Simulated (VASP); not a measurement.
# Ga (C2/c) in VASP: single point with PBEsol

Aim: the single point of Ga with PBEsol.

Everything below comes from runs of VASP 6.6.1. Logs are shortened: lines on timing, memory, paths and dates and some standing lists are left out, and cuts for length are marked.

## 1. The cell of the first run

The structure is monoclinic, space group C2/c (No. 15). The conventional cell has a = 2.849 Å, b = 8.295 Å, c = 3.332 Å, α = 90.00°, β = 92.08°, γ = 90.00°. Within 3.6 Å of Ga (site symmetry 2) lie 10 Ga at 2.74 to 3.33 Å.

## 2. Single point, PBEsol (equal xx and yy strain of +3 %)

File INCAR:

```
  PREC = Accurate
  ENCUT = 520
  EDIFF = 1E-7
  ISMEAR = -1
  SIGMA = 0.03
  LREAL = False
  LASPH = True
  NELM = 80
  ALGO = Normal
  ISIF = 2
  LWAVE = False
  LCHARG = False
  GGA = PS
  NBANDS = 20
```

File KPOINTS:

```
regular mesh
0
Gamma
  14 14 11
```

File POSCAR:

```
Ga
1.0
    1.4244900000     -4.1472950000      0.0000000000
    1.4244900000      4.1472950000      0.0000000000
   -0.1209735000      0.0000000000      3.3299300000
Ga
2
Direct
    0.8690000000      0.1310000000      0.2500000000
    0.1310000000      0.8690000000      0.7500000000
```

Potentials or basis: VASP PAW PBE potentials, release 64 (Ga_d).

Command:

```
$ cat potpaw_PBE.64/Ga_d/POTCAR > POTCAR
$ mpirun -np 1 vasp_std > vasp.out
```

OUTCAR:

```text
PREC = Accurate
   ENCUT = 520
   EDIFF = 1E-7
   ISMEAR = -1
   LREAL = False
   LASPH = True
   NELM = 80
   ISIF = 2
   GGA = PS

 ion  position               nearest neighbor table
   1  0.869  0.131  0.250-   2 2.74   2 2.74   2 2.92   2 2.92
   2  0.131  0.869  0.750-   1 2.74   1 2.74   1 2.92   1 2.92

  LATTYP: Found a base centered monoclinic cell.
 ALAT       =     2.8489800000
 B/A-ratio  =     2.9114244396
 C/A-ratio  =     1.1695858543
 COS(beta)  =    -0.0363051920

  Lattice vectors:

 A1 = (   1.4244900000,  -4.1472950000,   0.0000000000)
 A2 = (   1.4244900000,   4.1472950000,   0.0000000000)
 A3 = (  -0.1209735000,   0.0000000000,   3.3299300000)

Analysis of symmetry for initial positions (statically):
=====================================================================
 Subroutine PRICEL returns:
 Original cell was already a primitive cell.

 Routine SETGRP: Setting up the symmetry group for a
 base centered monoclinic supercell.

 Subroutine GETGRP returns: Found  4 space group operations
 (whereof  2 operations were pure point group operations)
 out of a pool of  4 trial point group operations.

The static configuration has the point symmetry S_2 .
 The point group associated with its full space group is C_2h.

Analysis of symmetry for dynamics (positions and initial velocities):
=====================================================================
 Subroutine PRICEL returns:
 Original cell was already a primitive cell.

 Routine SETGRP: Setting up the symmetry group for a
 base centered monoclinic supercell.

 Subroutine GETGRP returns: Found  4 space group operations
 (whereof  2 operations were pure point group operations)
 out of a pool of  4 trial point group operations.

The dynamic configuration has the point symmetry S_2 .
 The point group associated with its full space group is C_2h.

 Subroutine INISYM returns: Found  4 space group operations
 (whereof  2 operations are pure point group operations),
 and found     1 'primitive' translations

----------------------------------------------------------------------------------------

                                     Primitive cell

  volume of cell :      39.3450

  direct lattice vectors                    reciprocal lattice vectors
     1.424490000 -4.147295000  0.000000000     0.351002815 -0.120560510  0.012751631
     1.424490000  4.147295000  0.000000000     0.351002815  0.120560510  0.012751631
    -0.120973500  0.000000000  3.329930000     0.000000000  0.000000000  0.300306613

  length of vectors
     4.385114317  4.385114317  3.332126707     0.371349454  0.371349454  0.300306613

  position of ions in fractional coordinates (direct lattice)
     0.869000000  0.131000000  0.250000000
     0.131000000  0.869000000  0.750000000

  ion indices of the primitive-cell ions
   primitive index   ion index
                 1           1
                 2           2

----------------------------------------------------------------------------------------

 KPOINTS: regular mesh

Automatic generation of k-mesh.
 Grid dimensions read from file:
 generate k-points for:   14   14   11

 Generating k-lattice:

  Cartesian coordinates                     Fractional coordinates (reciprocal lattice)
     0.025071630 -0.008611465  0.000910831     0.071428571  0.000000000 -0.000000000
     0.025071630  0.008611465  0.000910831     0.000000000  0.071428571 -0.000000000
     0.000000000  0.000000000  0.027300601     0.000000000  0.000000000  0.090909091

  Length of vectors
     0.026524961  0.026524961  0.027300601

  Shift w.r.t. Gamma in fractional coordinates (k-lattice)
     0.000000000  0.000000000  0.000000000

 Subroutine IBZKPT returns following result:
 ===========================================

 Found    582 irreducible k-points:

 Following reciprocal coordinates:
            Coordinates               Weight
  0.000000  0.000000  0.000000      1.000000
  0.071429  0.000000  0.000000      4.000000
  0.142857 -0.000000  0.000000      4.000000
  0.214286  0.000000  0.000000      4.000000
  0.285714  0.000000  0.000000      4.000000
  0.357143  0.000000  0.000000      4.000000
[... 16 lines left out ...]
  0.214286  0.142857  0.000000      4.000000
  0.285714  0.142857  0.000000      4.000000
 [... further k-points ...]
   k-points           NKPTS =    582   k-points in BZ     NKDIM =    582   number of bands    NBANDS=     20
   number of dos      NEDOS =    301   number of ions     NIONS =      2
   total plane-waves  NPLWV =  36288
   dimension x,y,z NGX =    36 NGY =   36 NGZ =   28
   dimension x,y,z NGXF=    72 NGYF=   72 NGZF=   56
   ions per type =               2
   NGX,Y,Z   is equivalent  to a cutoff of  13.65, 13.65, 13.97 a.u.
   NGXF,Y,Z  is equivalent  to a cutoff of  27.30, 27.30, 27.94 a.u.
 SYSTEM =  unknown system
   PREC   = accura    normal or accurate (medium, high low for compatibility)
   ISTART =      0    job   : 0-new  1-cont  2-samecut
   ICHARG =      2    charge: 1-file 2-atom 10-const
   ISPIN  =      1    spin polarized calculation?
   LNONCOLLINEAR =      F non collinear calculations
   LSORBIT =      F    spin-orbit coupling
   LASPH  =      T    aspherical Exc in radial PAW
   ENCUT  =  520.0 eV  38.22 Ry    6.18 a.u.   8.15  8.15  6.20*2*pi/ulx,y,z
   NELM   =     80;   NELMIN=  2; NELMDL= -5     # of ELM steps
   EDIFF  = 0.1E-06   stopping-criterion for ELM
   LREAL  =      F    real-space projection
   EDIFFG = 0.1E-05   stopping-criterion for IOM
   NSW    =      0    number of steps for IOM
   IBRION =     -1    ionic relax: 0-MD 1-quasi-New 2-CG
   NFREE  =      0    steps in history (QN), initial steepest desc. (CG)
   ISIF   =      2    stress and relaxation
   ISYM   =      2    0-nonsym 1-usesym 2-fastsym
   POTIM  = 0.5000    time-step for ionic-motion
   TEBEG  =    0.0;   TEEND  =   0.0 temperature during run
   PSTRESS=    0.0 pullay stress
   NELECT =      26.0000    total number of electrons
   NUPDOWN=      -1.0000    fix difference up-down
   EMIN   =  10.00;   EMAX   =-10.00  energy-range for DOS
   EFERMI =   0.00;   METHOD = LEGACY
   ISMEAR =    -1;   SIGMA  =   0.03  broadening in eV -4-tet -1-fermi 0-gaus
   EFERMI_NEDOS =   21; number of points for ismear=-14 and -15
   IALGO  =     38    algorithm
   IMIX   =      4    mixing-type and parameters
     AMIX     =   0.40;   BMIX     =  1.00
     AMIX_MAG =   1.60;   BMIX_MAG =  1.00
  volume/ion in A,a.u.               =      19.67       132.76
  Fermi-wavevector in a.u.,A,eV,Ry     =   1.425945  2.694645 27.664990  2.033319
  Thomas-Fermi vector in A             =   2.546275
   LORBIT       =      0    0 simple, 1 ext, 2 COOP (PROOUT), +10 PAW based schemes
   GGA     = PS    functional components
   LHFCALC =     F    Hartree Fock is set to
   AEXX    =    0.0000 exact exchange contribution
   IVDW    =     0    specifies the selected vdW correction
   LEPSILON=     F    determine dielectric tensor
   LRPA    =     F    only Hartree local field effects (RPA)
 non-spin polarized calculation
  energy-cutoff  :      520.00
  volume of cell :       39.34
 maximum number of plane-waves:      1076
 NGX is ok and might be reduce to    36
   NGX = 17   NGY = 17   NGZ = 13

 number of electron      26.0000005 magnetization

 Free energy of the ion-electron system (eV)
  ---------------------------------------------------
  ext. energy  EPLUGINS =         0.00000000
  ---------------------------------------------------
  free energy    TOTEN  =        -6.62817007 eV

  energy without entropy =       -6.62622434  energy(sigma->0) =       -6.62719721

 E-fermi :   4.9658     XC(G=0): -10.9040

 val. band max:        4.9574227183   @ k =   0.4286   0.2857   0.2727
 cond. band min:       4.9825928121   @ k =  -0.1429  -0.2143   0.1818
 fundamental gap:      0.0251700938
 Fermi energy:         4.9657940728

 k-point     1 :       0.0000    0.0000    0.0000
  band No.  band energies     occupation
      1     -10.0360      2.00000
      2     -10.0324      2.00000
      3      -9.9950      2.00000
      4      -9.9683      2.00000
      5      -9.7499      2.00000
      6      -9.7476      2.00000
[... 12 lines left out ...]
     19      15.3972      0.00000
     20      17.4056      0.00000

 k-point     2 :       0.0714    0.0000    0.0000
  band No.  band energies     occupation
      1     -10.0325      2.00000
      2     -10.0258      2.00000
      3      -9.9860      2.00000
      4      -9.9518      2.00000
      5      -9.7575      2.00000
      6      -9.7549      2.00000
[... 12 lines left out ...]
     19      15.8062      0.00000
     20      18.4658      0.00000

 k-point     3 :       0.1429   -0.0000    0.0000
  band No.  band energies     occupation
      1     -10.0230      2.00000
      2     -10.0091      2.00000
      3      -9.9606      2.00000
      4      -9.9068      2.00000
      5      -9.7792      2.00000
      6      -9.7755      2.00000
[... 12 lines left out ...]
     19      15.9852      0.00000
     20      19.1803      0.00000

 k-point     4 :       0.2143    0.0000    0.0000
  band No.  band energies     occupation
      1     -10.0095      2.00000
      2      -9.9879      2.00000
      3      -9.9250      2.00000
      4      -9.8593      2.00000
      5      -9.8072      2.00000
      6      -9.7937      2.00000
[... 12 lines left out ...]
     19      16.1165      0.00000
     20      19.8617      0.00000

 k-point     5 :       0.2857    0.0000    0.0000
  band No.  band energies     occupation
      1      -9.9954      2.00000
      2      -9.9670      2.00000
      3      -9.8957      2.00000
      4      -9.8701      2.00000
      5      -9.8422      2.00000
      6      -9.7709      2.00000
[... 12 lines left out ...]
     19      16.2273      0.00000
     20      18.5883      0.00000
[... 353 lines left out ...]
      6      -9.7518      2.00000
[... 12 lines left out ...]
     19      15.2152      0.00000
     20      16.8339      0.00000

 k-point    22 :       0.1429    0.1429    0.0000
  band No.  band energies     occupation
      1     -10.0093      2.00000
      2      -9.9753      2.00000
      3      -9.8992      2.00000
      4      -9.8359      2.00000
      5      -9.8177      2.00000
      6      -9.7984      2.00000
[... 12 lines left out ...]
     19      16.9407      0.00000
     20      19.4582      0.00000

 k-point    23 :       0.2143    0.1429    0.0000
  band No.  band energies     occupation
      1     -10.0009      2.00000
      2      -9.9559      2.00000
      3      -9.9202      2.00000
      4      -9.8432      2.00000
      5      -9.8382      2.00000
      6      -9.8107      2.00000
[... 12 lines left out ...]
     19      16.8371      0.00000
     20      18.3987      0.00000

 k-point    24 :       0.2857    0.1429    0.0000
  band No.  band energies     occupation
      1      -9.9932      2.00000
      2      -9.9530      2.00000
      3      -9.9294      2.00000
      4      -9.8664      2.00000
      5      -9.8438      2.00000
      6      -9.8120      2.00000
[... 12 lines left out ...]
     19      15.9525      0.00000
     20      17.2244      0.00000

 [... further k-points ...]

------------------------ aborting loop because EDIFF is reached ----------------------------------------

  FORCE on cell =-STRESS in cart. coord.  units (eV):
  Direction    XX          YY          ZZ          XY          YZ          ZX
  --------------------------------------------------------------------------------------
  -------------------------------------------------------------------------------------
  Total       -1.0679215     -1.0815446     -0.9778104      0.0000000      0.0000000      0.0515533
  in kB      -43.4871044    -44.0418522    -39.8176677      0.0000000      0.0000000      2.0993154
  external PRESSURE =     -42.4488748 kB  Pullay stress =       0.0000000 kB

 VOLUME and BASIS-vectors are now :
 -----------------------------------------------------------------------------
  energy-cutoff  :      520.00
  volume of cell :       39.34
      direct lattice vectors                 reciprocal lattice vectors
     1.424490000 -4.147295000  0.000000000     0.351002815 -0.120560510  0.012751631
     1.424490000  4.147295000  0.000000000     0.351002815  0.120560510  0.012751631
    -0.120973500  0.000000000  3.329930000     0.000000000  0.000000000  0.300306613

 POSITION                                       TOTAL-FORCE (eV/Angst)
 -----------------------------------------------------------------------------------
      1.39425     -3.06070      0.83248        -0.000000      0.161931      0.000000
      1.33376      3.06070      2.49745         0.000000     -0.161931     -0.000000
 -----------------------------------------------------------------------------------
    total drift:                                0.000000     -0.000000     -0.000000

  FREE ENERGIE OF THE ION-ELECTRON SYSTEM (eV)
  ---------------------------------------------------
  free  energy   TOTEN  =        -6.6281700738 eV

  energy  without entropy=       -6.6262243433  energy(sigma->0) =       -6.62719721
```

It took 6 min on 1 thread of AMD EPYC 7R13 (Zen 3), shared host; peak memory 0.44 GiB.

Results:

```
Free energy            : -6.6282 eV
Pressure               : -4.2 GPa
Largest force          : 0.162 eV/Å
Band gap on the k mesh : zero (bands 13 and 14 overlap by 7.97 eV)
```

Forces on the atoms (eV/Å):
```
Ga   0.000  0.162  0.000
Ga   0.000 -0.162  0.000
```

Stress tensor (GPa, compression positive):
```
-4.35  0.00  0.21
 0.00 -4.40  0.00
 0.21  0.00 -3.98
```

Caveat: the cell differs from its parent crystal (equal xx and yy strain of +3 %); the cell stands under tension; the PAW data sets were made with another functional, which shifts forces and pressure a little.
